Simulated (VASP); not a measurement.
# CdS (F-43m) in VASP: notebook, part 2 of 2

VASP 6.6.1.

## (5) Single point, RPBE, collinear spin, ferrimagnetic start

This run uses another cell than the first one, of 26.02 Å³/atom, 0.980 times its volume.

Input file INCAR:

```
SYSTEM = CdS
  PREC = Accurate
  ENCUT = 520
  EDIFF = 1E-7
  ISMEAR = 0
  SIGMA = 0.05
  LREAL = .False.
  LASPH = .True.
  NELM = 150
  ALGO = Normal
  ISIF = 2
  LWAVE = .False.
  LCHARG = .False.
  ISPIN = 2
  MAGMOM = 1 -0.5
  LORBIT = 11
  GGA = RP
  NBANDS = 20
```

Input file KPOINTS:

```
regular mesh
0
Gamma
  10 10 10
  0 0 0
```

Input file POSCAR:

```
CdS
1.0
    0.0000000000      2.9633540255      2.9633540255
    2.9633540255      0.0000000000      2.9633540255
    2.9633540255      2.9633540255      0.0000000000
Cd S
1 1
Direct
    0.0000000000      0.0000000000      0.0000000000
    0.7500000000      0.7500000000      0.7500000000
```

Potentials or basis: VASP PAW PBE potentials, release 64 (Cd, S).

The run is started by

```sh
$ cat potpaw_PBE.64/Cd/POTCAR potpaw_PBE.64/S/POTCAR > POTCAR
$ mpirun -np 1 vasp_std > vasp.out
```

OUTCAR:

```text
SYSTEM = CdS
   PREC = Accurate
   ENCUT = 520
   EDIFF = 1E-7
   ISMEAR = 0
   LREAL = .False.
   LASPH = .True.
   NELM = 150
   ISIF = 2
   ISPIN = 2
   LORBIT = 11
   GGA = RP

 ion  position               nearest neighbor table
   1  0.000  0.000  0.000-   2 2.57   2 2.57   2 2.57   2 2.57
   2  0.750  0.750  0.750-   1 2.57   1 2.57   1 2.57   1 2.57

  LATTYP: Found a face centered cubic cell.
 ALAT       =     5.9267080510

  Lattice vectors:

 A1 = (   0.0000000000,   2.9633540255,   2.9633540255)
 A2 = (   2.9633540255,   0.0000000000,   2.9633540255)
 A3 = (   2.9633540255,   2.9633540255,   0.0000000000)

Analysis of symmetry for initial positions (statically):
=====================================================================
 Subroutine PRICEL returns:
 Original cell was already a primitive cell.

 Routine SETGRP: Setting up the symmetry group for a
 face centered cubic supercell.

 Subroutine GETGRP returns: Found 24 space group operations
 (whereof 24 operations were pure point group operations)
 out of a pool of 48 trial point group operations.

The static configuration has the point symmetry T_d .

Analysis of symmetry for dynamics (positions and initial velocities):
=====================================================================
 Subroutine PRICEL returns:
 Original cell was already a primitive cell.

 Routine SETGRP: Setting up the symmetry group for a
 face centered cubic supercell.

 Subroutine GETGRP returns: Found 24 space group operations
 (whereof 24 operations were pure point group operations)
 out of a pool of 48 trial point group operations.

The dynamic configuration has the point symmetry T_d .

Analysis of structural, dynamic, and magnetic symmetry:
=====================================================================
 Subroutine PRICEL returns:
 Original cell was already a primitive cell.

[... 151 lines left out ...]
  ext. energy  EPLUGINS =         0.00000000
  ---------------------------------------------------
  free energy    TOTEN  =        -5.51053199 eV

  energy without entropy =       -5.51053199  energy(sigma->0) =       -5.51053199

 E-fermi :   1.2700     XC(G=0):  -8.6688

 val. band max:        1.0390285393   @ k =   0.0000   0.0000   0.0000
 cond. band min:       2.2667103355   @ k =   0.0000   0.0000   0.0000
 fundamental gap:      1.2276817963
 Fermi energy:         1.2699604650

 spin component 1

 k-point     1 :       0.0000    0.0000    0.0000
  band No.  band energies     occupation
      1     -11.0250      1.00000
      2      -6.5306      1.00000
      3      -6.5306      1.00000
      4      -6.5306      1.00000
      5      -6.1168      1.00000
      6      -6.1168      1.00000
[... 541 lines left out ...]
     19      17.6917      0.00000
     20      18.6962      0.00000

 [... further k-points ...]

 spin component 2

 k-point     1 :       0.0000    0.0000    0.0000
  band No.  band energies     occupation
      1     -11.0250      1.00000
      2      -6.5306      1.00000
      3      -6.5306      1.00000
      4      -6.5306      1.00000
      5      -6.1168      1.00000
      6      -6.1168      1.00000
[... 541 lines left out ...]
     19      17.6917      0.00000
     20      18.6962      0.00000

 [... further k-points ...]

------------------------ aborting loop because EDIFF is reached ----------------------------------------

  FORCE on cell =-STRESS in cart. coord.  units (eV):
  Direction    XX          YY          ZZ          XY          YZ          ZX
  --------------------------------------------------------------------------------------
  -------------------------------------------------------------------------------------
  Total        0.7716710      0.7716710      0.7716710     -0.0000000     -0.0000000     -0.0000000
  in kB       23.7553899     23.7553899     23.7553899     -0.0000000     -0.0000000     -0.0000000
  external PRESSURE =      23.7553899 kB  Pullay stress =       0.0000000 kB

 VOLUME and BASIS-vectors are now :
 -----------------------------------------------------------------------------
  energy-cutoff  :      520.00
  volume of cell :       52.05
      direct lattice vectors                 reciprocal lattice vectors
     0.000000000  2.963354026  2.963354026    -0.168727731  0.168727731  0.168727731
     2.963354026  0.000000000  2.963354026     0.168727731 -0.168727731  0.168727731
     2.963354026  2.963354026  0.000000000     0.168727731  0.168727731 -0.168727731

 POSITION                                       TOTAL-FORCE (eV/Angst)
 -----------------------------------------------------------------------------------
      0.00000      0.00000      0.00000         0.000000      0.000000      0.000000
      4.44503      4.44503      4.44503        -0.000000     -0.000000     -0.000000
 -----------------------------------------------------------------------------------
    total drift:                                0.000001      0.000001      0.000001

  FREE ENERGIE OF THE ION-ELECTRON SYSTEM (eV)
  ---------------------------------------------------
  free  energy   TOTEN  =        -5.5105319914 eV

  energy  without entropy=       -5.5105319914  energy(sigma->0) =       -5.51053199

 total charge

# of ion       s       p       d       tot
------------------------------------------
    1        0.413   0.297   9.571  10.280
    2        1.326   2.403   0.000   3.729
--------------------------------------------------
tot          1.739   2.700   9.571  14.009

 magnetization (x)

# of ion       s       p       d       tot
------------------------------------------
    1       -0.000  -0.000   0.000  -0.000
    2       -0.000   0.000   0.000   0.000
--------------------------------------------------
tot         -0.000   0.000   0.000  -0.000
```

Run time: 75 s. Hardware: 1 thread of Intel Xeon 6975P-C, shared host; peak memory 0.25 GiB.

What came out:

- Free energy: -5.5105 eV
- Pressure: 2.4 GPa
- Band gap on the k mesh: 1.23 eV, direct
- Net moment: 0.00 μB per cell
- Valence electrons inside the program's atomic spheres: Cd 10.28; S 3.73

Caveat: the PAW data sets were made with another functional, which shifts forces and pressure a little.

## (6) Summary

| level | spin | cell | k mesh | gap on the mesh (eV) | pressure (GPa) |
| --- | --- | --- | --- | --- | --- |
| PBE | off | a = 4.219 Å, angles 60.0°, 2 atoms | 10 × 10 × 10 | 1.00 | -0.8 |
| PBE | off | a = 4.246 Å, angles 60.0°, 2 atoms | 10 × 10 × 10 | 0.95 | -1.7 |
| PBE | off | a = 4.191 Å, angles 60.0°, 2 atoms | 15 × 15 × 15 | 1.04 | 0.3 |
| RPBE | collinear, ferrimagnetic start | a = 4.191 Å, angles 60.0°, 2 atoms | 10 × 10 × 10 | 1.23 | 2.4 |

Alike in all rows: task single point; potentials or basis VASP PAW PBE potentials, release 64 (Cd, S); cutoff (eV) 520; smearing gaussian 0.05 eV.

Caveats: the PAW data sets were made with another functional, which shifts forces and pressure a little (some runs).

Absolute energies hang on the potentials; compare differences alone.
